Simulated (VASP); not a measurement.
# Nd3Si2I: single point with PBE

Nd3Si2I:

```
Nd Si I
1.0
     5.34634    0.00000    0.00000
    -2.67317    4.63007    0.00000
     0.00000    0.00000    6.45247
Nd Si I
3 2 1
Direct
  0.33333 0.66667 0.70003
  0.66667 0.33333 0.29997
  0.00000 0.00000 0.00000
  0.33333 0.66667 0.18757
  0.66667 0.33333 0.81243
  0.00000 0.00000 0.50000
```

The cell was built from a structure type or drawn by symmetry, and may not be a known phase.

| Quantity | Value |
| --- | --- |
| Program | VASP 6.6.1 |
| Task | single point |
| Functional | PBE |
| Potentials or basis | VASP PAW PBE potentials, release 64 (Nd_3, Si, I), 4f in core |
| Cutoff | 500 eV |
| k mesh | 3 × 3 × 2 |
| Occupations | gaussian, width 0.15 eV |
| Spin | no spin polarisation |

```json
{
 "Pressure": "0.2 GPa",
 "Largest force": "0.046 eV/Å",
 "Band gap on the k mesh": "zero (bands 24 and 25 overlap by 0.25 eV)"
}
```

Forces in eV/Å, atoms in the order of the input:
```
Nd   0.000  0.000 -0.036
Nd   0.000  0.000  0.036
Nd   0.000  0.000  0.000
Si   0.000  0.000 -0.046
Si   0.000  0.000  0.046
I    0.000  0.000  0.000
```

Stress tensor (GPa, compression positive):
```
 0.36  0.00  0.00
 0.00  0.36  0.00
 0.00  0.00 -0.03
```

Levels at points of the mesh, in eV from the Fermi level:
```tsv
k point	band 19	band 20	band 21	band 22	band 23	band 24	band 25	band 26	band 27	band 28
(0.00, 0.00, 0.00)	-2.57	-2.57	-1.39	-1.00	-1.00	0.14	0.14	0.78	0.97	1.69
(0.00, 0.00, 0.50)	-2.01	-1.87	-1.87	-1.53	-1.53	-1.15	0.44	0.44	1.34	1.34
```

It took 31 s on 1 thread of AMD EPYC 7R13 Processor (Zen 3), on a shared host, peak memory 0.23 GiB.

Caveat: the k points lie up to 0.49 Å⁻¹ apart; spin-orbit coupling is left out, which moves the levels of the heavy elements; the 4f electrons are frozen in the core, so they carry no moment and show no levels; the run has no spin polarisation, though such a crystal can be magnetic. Spin polarisation is off, so any magnetic state and its effect on volume and gap are missing.
